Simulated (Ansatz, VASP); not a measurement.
# One calculation of MgS, two programs

Contents of POSCAR:

```
MgS
1.0
    0.0000000000      2.8308768404      2.8308768404
    2.8308768404      0.0000000000      2.8308768404
    2.8308768404      2.8308768404      0.0000000000
Mg S
1 1
Direct
    0.0000000000      0.0000000000      0.0000000000
    0.2500000000      0.2500000000      0.2500000000
```

The input INCAR.step1:

```
SYSTEM = MgS
  PREC = Accurate
  ENCUT = 520
  ISMEAR = 0
  SIGMA = 0.01
  LREAL = .False.
  LASPH = .True.
  NELM = 80
  NBANDS = 11
  GGA = PE
  ALGO = Normal
  EDIFF = 1E-4
  LWAVE = .True.
  LCHARG = .False.
```

INCAR.step2

```
SYSTEM = MgS
  PREC = Accurate
  ENCUT = 520
  EDIFF = 1E-6
  ISMEAR = 0
  SIGMA = 0.01
  LREAL = .False.
  LASPH = .True.
  NELM = 80
  ALGO = Normal
  ISIF = 2
  LWAVE = .False.
  LCHARG = .True.
  METAGGA = R2SCAN
  LMIXTAU = .True.
  LELF = .True.
  LVHAR = .True.
  NBANDS = 11
  ISTART = 1
```

File KPOINTS:

```
regular mesh
0
Gamma
  8 8 8
  0 0 0
```

Input for Ansatz:

```yaml
crystal:
  lattice:
    - [0.0, 2.8308768404, 2.8308768404]
    - [2.8308768404, 0.0, 2.8308768404]
    - [2.8308768404, 2.8308768404, 0.0]
  atoms:
    - { symbol: Mg, position: [0.0, 0.0, 0.0] }
    - { symbol: S, position: [0.25, 0.25, 0.25] }
kpoints:
  mp_grid: { grid: [8, 8, 8] }
  band_path:
    path:
      - [0.0, 0.0, 0.0]
      - [-0.5, -0.5, 0.0]
      - [-0.375, -0.375, 0.25]
      - [-0.375, 0.0, 0.375]
      - [0.0, 0.0, 0.5]
      - [-0.5, -0.25, 0.25]
    npoints: 1
hamiltonian:
  xc: r2scan
scf:
  occupations: { method: fixed }
  n_extra_bands: 4
output:
  forces: true
  stress: true
  eigenvalues: true
```

Alike in both runs: task single point; functional r2SCAN; k mesh 8 × 8 × 8; no spin polarisation.

|  | VASP | Ansatz |
| --- | --- | --- |
| version | VASP 6.6.1 | Ansatz 0.2.0 |
| potentials or method | VASP PAW PBE potentials, release 64 (Mg, S) | plane waves, PAW |
| plane-wave cutoff (eV) | 520 | 500 |
| occupations | gaussian, width 0.01 eV | fixed |
| valence electrons in the cell | 8 | 16 |

```tsv
	VASP	Ansatz	Ansatz less VASP
gap on the k mesh at the Fermi level (eV)	4.13	4.14	+0.013
pressure (GPa)	-0.3	0.0	+0.29
```

VASP's potentials were made for PBE, not for r2SCAN. VASP's potentials hold 8 valence electrons a cell and Ansatz's 16, so a difference there can come from the potentials and not from the codes.
